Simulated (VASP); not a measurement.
# Ni (Im-3m) in VASP: further runs

The runs below take Ni through single point, with PBEsol.

Everything below comes from runs of VASP 6.6.1. Logs are shortened: lines on timing, memory, paths and dates and some standing lists are left out, and cuts for length are marked.

## (1) The cell of the first run

Symmetry: Im-3m, No. 229, cubic system. Conventional cell: a = 2.767 Å, b = 2.767 Å, c = 2.767 Å, α = 90.00°, β = 90.00°, γ = 90.00°. Within 3.2 Å of Ni (site symmetry m-3m) lie 14 Ni at 2.40 to 2.77 Å.

This isn't the form of Ni at room conditions, which is fcc.

## (2) Single point, PBEsol, collinear spin, ferromagnetic start

Input file INCAR:

```
SYSTEM = Ni
ALGO = Normal
EDIFF = 1E-6
ENCUT = 600
GGA = PS
GGA_COMPAT = .False.
ISIF = 2
ISMEAR = -1
ISPIN = 2
LASPH = .True.
LCHARG = .True.
LELF = .True.
LMAXMIX = 4
LORBIT = 11
LREAL = .False.
LVHAR = .True.
LWAVE = .False.
MAGMOM = 2
NBANDS = 15
NELM = 200
PREC = Accurate
SIGMA = 0.1
```

Input file KPOINTS:

```
k-points
0
Gamma
  11 11 11
  0 0 0
```

Input file POSCAR:

```
Ni
1.0
   -1.3837154700      1.3837154700      1.3837154700
    1.3837154700     -1.3837154700      1.3837154700
    1.3837154700      1.3837154700     -1.3837154700
Ni
1
Direct
    0.0000000000      0.0000000000      0.0000000000
```

Potentials or basis: VASP PAW PBE potentials, release 64 (Ni).

Run with:

```
$ cat potpaw_PBE.64/Ni/POTCAR > POTCAR
$ mpirun -np 1 vasp_std > vasp.out
```

OUTCAR:

```text
SYSTEM = Ni
   EDIFF = 1E-6
   ENCUT = 600
   GGA = PS
   ISIF = 2
   ISMEAR = -1
   ISPIN = 2
   LASPH = .True.
   LORBIT = 11
   LREAL = .False.
   NELM = 200
   PREC = Accurate

 ion  position               nearest neighbor table
   1  0.000  0.000  0.000-

  LATTYP: Found a body centered cubic cell.
 ALAT       =     2.7674309400

  Lattice vectors:

 A1 = (  -1.3837154700,   1.3837154700,   1.3837154700)
 A2 = (   1.3837154700,  -1.3837154700,   1.3837154700)
 A3 = (   1.3837154700,   1.3837154700,  -1.3837154700)

Analysis of symmetry for initial positions (statically):
=====================================================================
 Subroutine PRICEL returns:
 Original cell was already a primitive cell.

 Routine SETGRP: Setting up the symmetry group for a
 body centered cubic supercell.

 Subroutine GETGRP returns: Found 48 space group operations
 (whereof 48 operations were pure point group operations)
 out of a pool of 48 trial point group operations.

The static configuration has the point symmetry O_h .

Analysis of symmetry for dynamics (positions and initial velocities):
=====================================================================
 Subroutine PRICEL returns:
 Original cell was already a primitive cell.

 Routine SETGRP: Setting up the symmetry group for a
 body centered cubic supercell.

 Subroutine GETGRP returns: Found 48 space group operations
 (whereof 48 operations were pure point group operations)
 out of a pool of 48 trial point group operations.

The dynamic configuration has the point symmetry O_h .

Analysis of structural, dynamic, and magnetic symmetry:
=====================================================================
 Subroutine PRICEL returns:
 Original cell was already a primitive cell.

 Routine SETGRP: Setting up the symmetry group for a
 body centered cubic supercell.

 Subroutine GETGRP returns: Found 48 space group operations
 (whereof 48 operations were pure point group operations)
 out of a pool of 48 trial point group operations.

The overall configuration has the point symmetry O_h .

 Subroutine INISYM returns: Found 48 space group operations
 (whereof 48 operations are pure point group operations),
 and found     1 'primitive' translations

----------------------------------------------------------------------------------------

                                     Primitive cell

  volume of cell :      10.5974

  direct lattice vectors                    reciprocal lattice vectors
    -1.383715470  1.383715470  1.383715470     0.000000000  0.361345964  0.361345964
     1.383715470 -1.383715470  1.383715470     0.361345964  0.000000000  0.361345964
     1.383715470  1.383715470 -1.383715470     0.361345964  0.361345964  0.000000000

  length of vectors
     2.396665497  2.396665497  2.396665497     0.511020363  0.511020363  0.511020363

  position of ions in fractional coordinates (direct lattice)
     0.000000000  0.000000000  0.000000000

  ion indices of the primitive-cell ions
   primitive index   ion index
                 1           1

----------------------------------------------------------------------------------------

 KPOINTS: k-points

Automatic generation of k-mesh.
 Grid dimensions read from file:
 generate k-points for:   11   11   11

 Generating k-lattice:

  Cartesian coordinates                     Fractional coordinates (reciprocal lattice)
     0.000000000  0.032849633  0.032849633     0.090909091  0.000000000  0.000000000
     0.032849633  0.000000000  0.032849633     0.000000000  0.090909091  0.000000000
     0.032849633  0.032849633  0.000000000     0.000000000  0.000000000  0.090909091

  Length of vectors
     0.046456397  0.046456397  0.046456397

  Shift w.r.t. Gamma in fractional coordinates (k-lattice)
     0.000000000  0.000000000  0.000000000

 Subroutine IBZKPT returns following result:
 ===========================================

 Found     56 irreducible k-points:

 Following reciprocal coordinates:
            Coordinates               Weight
  0.000000  0.000000  0.000000      1.000000
  0.090909  0.000000  0.000000     12.000000
  0.181818  0.000000  0.000000     12.000000
  0.272727  0.000000  0.000000     12.000000
  0.363636  0.000000  0.000000     12.000000
  0.454545  0.000000  0.000000     12.000000
[... 16 lines left out ...]
  0.272727  0.181818  0.090909     48.000000
  0.363636  0.181818  0.090909     24.000000
 [... further k-points ...]
   k-points           NKPTS =     56   k-points in BZ     NKDIM =     56   number of bands    NBANDS=     15
   number of dos      NEDOS =    301   number of ions     NIONS =      1
   total plane-waves  NPLWV =   8000
   dimension x,y,z NGX =    20 NGY =   20 NGZ =   20
   dimension x,y,z NGXF=    40 NGYF=   40 NGZF=   40
   ions per type =               1
   NGX,Y,Z   is equivalent  to a cutoff of  13.87, 13.87, 13.87 a.u.
   NGXF,Y,Z  is equivalent  to a cutoff of  27.75, 27.75, 27.75 a.u.
 SYSTEM =  Ni
   PREC   = accura    normal or accurate (medium, high low for compatibility)
   ISTART =      0    job   : 0-new  1-cont  2-samecut
   ICHARG =      2    charge: 1-file 2-atom 10-const
   ISPIN  =      2    spin polarized calculation?
   LNONCOLLINEAR =      F non collinear calculations
   LSORBIT =      F    spin-orbit coupling
   LASPH  =      T    aspherical Exc in radial PAW
   ENCUT  =  600.0 eV  44.10 Ry    6.64 a.u.   4.79  4.79  4.79*2*pi/ulx,y,z
   NELM   =    200;   NELMIN=  2; NELMDL= -5     # of ELM steps
   EDIFF  = 0.1E-05   stopping-criterion for ELM
   LREAL  =      F    real-space projection
   EDIFFG = 0.1E-04   stopping-criterion for IOM
   NSW    =      0    number of steps for IOM
   IBRION =     -1    ionic relax: 0-MD 1-quasi-New 2-CG
   NFREE  =      0    steps in history (QN), initial steepest desc. (CG)
   ISIF   =      2    stress and relaxation
   ISYM   =      2    0-nonsym 1-usesym 2-fastsym
   POTIM  = 0.5000    time-step for ionic-motion
   TEBEG  =    0.0;   TEEND  =   0.0 temperature during run
   PSTRESS=    0.0 pullay stress
   NELECT =      10.0000    total number of electrons
   NUPDOWN=      -1.0000    fix difference up-down
   EMIN   =  10.00;   EMAX   =-10.00  energy-range for DOS
   EFERMI =   0.00;   METHOD = LEGACY
   ISMEAR =    -1;   SIGMA  =   0.10  broadening in eV -4-tet -1-fermi 0-gaus
   EFERMI_NEDOS =   21; number of points for ismear=-14 and -15
   IALGO  =     38    algorithm
   IMIX   =      4    mixing-type and parameters
     AMIX     =   0.40;   BMIX     =  1.00
     AMIX_MAG =   1.60;   BMIX_MAG =  1.00
  volume/ion in A,a.u.               =      10.60        71.51
  Fermi-wavevector in a.u.,A,eV,Ry     =   1.605738  3.034405 35.081190  2.578395
  Thomas-Fermi vector in A             =   2.702037
   LORBIT       =     11    0 simple, 1 ext, 2 COOP (PROOUT), +10 PAW based schemes
   GGA     = PS    functional components
   LHFCALC =     F    Hartree Fock is set to
   AEXX    =    0.0000 exact exchange contribution
   IVDW    =     0    specifies the selected vdW correction
   LEPSILON=     F    determine dielectric tensor
   LRPA    =     F    only Hartree local field effects (RPA)
 spin polarized calculation
  energy-cutoff  :      600.00
  volume of cell :       10.60
 maximum number of plane-waves:       370
   NGX =  9   NGY =  9   NGZ =  9

 number of electron      10.0000001 magnetization       0.5534060

 Free energy of the ion-electron system (eV)
  ---------------------------------------------------
  ext. energy  EPLUGINS =         0.00000000
  ---------------------------------------------------
  free energy    TOTEN  =        -6.06092618 eV

  energy without entropy =       -6.00222138  energy(sigma->0) =       -6.03157378

 E-fermi :   9.4481     XC(G=0): -13.5890

 val. band max:        9.4351399821   @ k =  -0.1818   0.1818   0.1818
 cond. band min:       9.4592237789   @ k =  -0.3636   0.3636   0.2727
 fundamental gap:      0.0240837968
 Fermi energy:         9.4480839658

 spin component 1

 k-point     1 :       0.0000    0.0000    0.0000
  band No.  band energies     occupation
      1       0.3131      1.00000
      2       7.0791      1.00000
      3       7.0791      1.00000
      4       7.0791      1.00000
      5       8.5125      0.99991
      6       8.5125      0.99991
      7      36.1382      0.00000
      8      36.1382      0.00000
      9      36.1382      0.00000
     10      41.1962      0.00000
     11      41.1962      0.00000
     12      42.4102      0.00000
     13      42.4102      0.00000
     14      42.4102      0.00000
     15      43.0609      0.00000

 k-point     2 :       0.0909    0.0000    0.0000
  band No.  band energies     occupation
      1       0.6604      1.00000
      2       6.9989      1.00000
      3       7.0713      1.00000
      4       7.2393      1.00000
      5       8.4351      0.99996
      6       8.5191      0.99991
      7      33.6198      0.00000
      8      35.4376      0.00000
      9      35.7203      0.00000
     10      39.1254      0.00000
     11      39.5994      0.00000
     12      39.7494      0.00000
     13      42.5896      0.00000
     14      44.1582      0.00000
     15      45.5047      0.00000
[... 365 lines left out ...]
      3       6.6909      1.00000
      4       8.5313      0.99990
      5       8.6837      0.99952
      6      11.9302      0.00000
      7      18.9697      0.00000
      8      22.1170      0.00000
      9      25.3992      0.00000
     10      40.7031      0.00000
     11      44.8088      0.00000
     12      46.3320      0.00000
     13      49.8838      0.00000
     14      52.6293      0.00000
     15      53.5206      0.00000

 k-point    24 :       0.3636    0.1818    0.0909
  band No.  band energies     occupation
      1       5.5016      1.00000
      2       6.0642      1.00000
      3       7.0298      1.00000
      4       8.5693      0.99985
      5       8.6985      0.99944
      6      13.5590      0.00000
      7      16.5229      0.00000
      8      21.7553      0.00000
      9      25.0499      0.00000
     10      40.6781      0.00000
     11      45.6741      0.00000
     12      45.9870      0.00000
     13      51.7274      0.00000
     14      52.4943      0.00000
     15      55.0564      0.00000

 [... further k-points ...]

 spin component 2

 k-point     1 :       0.0000    0.0000    0.0000
  band No.  band energies     occupation
      1       0.3282      1.00000
      2       7.7003      1.00000
      3       7.7003      1.00000
      4       7.7003      1.00000
      5       9.0479      0.98205
      6       9.0479      0.98205
      7      36.0779      0.00000
      8      36.0779      0.00000
      9      36.0779      0.00000
     10      41.1738      0.00000
     11      41.1738      0.00000
     12      42.5997      0.00000
     13      42.5997      0.00000
     14      42.5997      0.00000
     15      43.2220      0.00000

 k-point     2 :       0.0909    0.0000    0.0000
  band No.  band energies     occupation
      1       0.6759      1.00000
      2       7.6151      1.00000
      3       7.6878      1.00000
      4       7.8654      1.00000
      5       8.9672      0.99191
      6       9.0549      0.98076
      7      33.6277      0.00000
      8      35.3958      0.00000
      9      35.6999      0.00000
     10      39.3034      0.00000
     11      39.7412      0.00000
     12      39.7913      0.00000
     13      42.5988      0.00000
     14      44.2849      0.00000
     15      45.6120      0.00000
[... 365 lines left out ...]
      3       7.0981      1.00000
      4       9.0975      0.97086
      5       9.2391      0.88988
      6      12.3575      0.00000
      7      19.1801      0.00000
      8      22.2649      0.00000
      9      25.5181      0.00000
     10      40.7024      0.00000
     11      44.8368      0.00000
     12      46.4104      0.00000
     13      49.8996      0.00000
     14      52.8148      0.00000
     15      53.6614      0.00000

 k-point    24 :       0.3636    0.1818    0.0909
  band No.  band energies     occupation
      1       5.9176      1.00000
      2       6.5857      1.00000
      3       7.4362      1.00000
      4       9.1380      0.95691
      5       9.2563      0.87191
      6      13.8507      0.00000
      7      16.8127      0.00000
      8      21.9027      0.00000
      9      25.1681      0.00000
     10      40.6871      0.00000
     11      45.6702      0.00000
     12      46.0737      0.00000
     13      51.9358      0.00000
     14      52.4674      0.00000
     15      56.0679      0.00000

 [... further k-points ...]

------------------------ aborting loop because EDIFF is reached ----------------------------------------

  FORCE on cell =-STRESS in cart. coord.  units (eV):
  Direction    XX          YY          ZZ          XY          YZ          ZX
  --------------------------------------------------------------------------------------
  -------------------------------------------------------------------------------------
  Total       -0.1552571     -0.1552571     -0.1552571      0.0000000      0.0000000      0.0000000
  in kB      -23.4726190    -23.4726190    -23.4726190      0.0000000      0.0000000      0.0000000
  external PRESSURE =     -23.4726190 kB  Pullay stress =       0.0000000 kB

 VOLUME and BASIS-vectors are now :
 -----------------------------------------------------------------------------
  energy-cutoff  :      600.00
  volume of cell :       10.60
      direct lattice vectors                 reciprocal lattice vectors
    -1.383715470  1.383715470  1.383715470     0.000000000  0.361345964  0.361345964
     1.383715470 -1.383715470  1.383715470     0.361345964  0.000000000  0.361345964
     1.383715470  1.383715470 -1.383715470     0.361345964  0.361345964  0.000000000

 POSITION                                       TOTAL-FORCE (eV/Angst)
 -----------------------------------------------------------------------------------
      0.00000      0.00000      0.00000        -0.000000     -0.000000     -0.000000
 -----------------------------------------------------------------------------------
    total drift:                                0.000000     -0.000000      0.000000

  FREE ENERGIE OF THE ION-ELECTRON SYSTEM (eV)
  ---------------------------------------------------
  free  energy   TOTEN  =        -6.0609261791 eV

  energy  without entropy=       -6.0022213833  energy(sigma->0) =       -6.03157378

 total charge

# of ion       s       p       d       tot
------------------------------------------
    1        0.506   0.521   8.337   9.364

 magnetization (x)

# of ion       s       p       d       tot
------------------------------------------
    1       -0.003  -0.014   0.573   0.557
```

Run time: 34 s. Hardware: 1 thread of Intel Xeon 8259CL, shared host; peak memory 0.14 GiB.

Results:

```
Free energy                                           : -6.0609 eV
Pressure                                              : -2.3 GPa
Net moment                                            : 0.55 μB per cell
Site moments                                          : Ni +0.56 μB
Valence electrons inside the program's atomic spheres : Ni 9.36
```

Caveat: the PAW data sets were made with another functional, which shifts forces and pressure a little.

## (3) Single point, PBEsol, collinear spin, ferromagnetic start

Input file INCAR:

```
SYSTEM = Ni
  PREC = Accurate
  ENCUT = 600
  EDIFF = 1E-6
  ISMEAR = -1
  SIGMA = 0.1
  LREAL = .FALSE.
  LASPH = .TRUE.
  NELM = 200
  ALGO = Normal
  ISIF = 2
  LWAVE = .FALSE.
  LCHARG = .FALSE.
  ISPIN = 2
  MAGMOM = 2
  LORBIT = 11
  LMAXMIX = 4
  GGA = PS
  NBANDS = 15
  GGA_COMPAT = .FALSE.
```

Input file KPOINTS:

```
regular mesh
0
G
  14 14 14
  0 0 0
```

POSCAR is that of step 2.

Potentials or basis: VASP PAW PBE potentials, release 64 (Ni).

Run with:

```
$ cat potpaw_PBE.64/Ni/POTCAR > POTCAR
$ mpirun -np 1 vasp_std > vasp.out
```

Run time: 64 s. Hardware: 1 thread of Intel Xeon 8259CL, shared host; peak memory 0.15 GiB.

The run converged. Its results:

| Item | Value |
| --- | --- |
| Free energy | -6.0615 eV |
| Pressure | -2.7 GPa |
| Net moment | 0.48 μB per cell |
| Site moments | Ni +0.48 μB |
| Valence electrons inside the program's atomic spheres | Ni 9.37 |

Levels at points of the mesh, in eV from the Fermi level:
Spin up:
| k point | band 1 | band 2 | band 3 | band 4 | band 5 | band 6 | band 7 | band 8 | band 9 | band 10 |
| --- | --- | --- | --- | --- | --- | --- | --- | --- | --- | --- |
| (0.00, 0.00, 0.00) | -9.13 | -2.32 | -2.32 | -2.32 | -0.88 | -0.88 | 26.69 | 26.69 | 26.69 | 31.75 |
| (0.50, 0.00, 0.00) | -4.76 | -3.28 | -0.95 | -0.72 | 0.03 | 0.18 | 6.68 | 19.30 | 20.36 | 24.14 |
| (0.50, 0.50, 0.50) | -4.34 | -4.34 | -0.20 | -0.20 | -0.20 | 9.88 | 9.88 | 9.88 | 15.90 | 15.90 |
Spin down:
| k point | band 1 | band 2 | band 3 | band 4 | band 5 | band 6 | band 7 | band 8 | band 9 | band 10 |
| --- | --- | --- | --- | --- | --- | --- | --- | --- | --- | --- |
| (0.00, 0.00, 0.00) | -9.13 | -1.77 | -1.77 | -1.77 | -0.42 | -0.42 | 26.63 | 26.63 | 26.63 | 31.72 |
| (0.50, 0.00, 0.00) | -4.45 | -2.78 | -0.46 | -0.25 | 0.17 | 0.65 | 6.97 | 19.27 | 20.45 | 24.26 |
| (0.50, 0.50, 0.50) | -4.03 | -4.03 | 0.41 | 0.41 | 0.41 | 9.92 | 9.92 | 9.92 | 16.03 | 16.03 |

Caveat: the PAW data sets were made with another functional, which shifts forces and pressure a little.
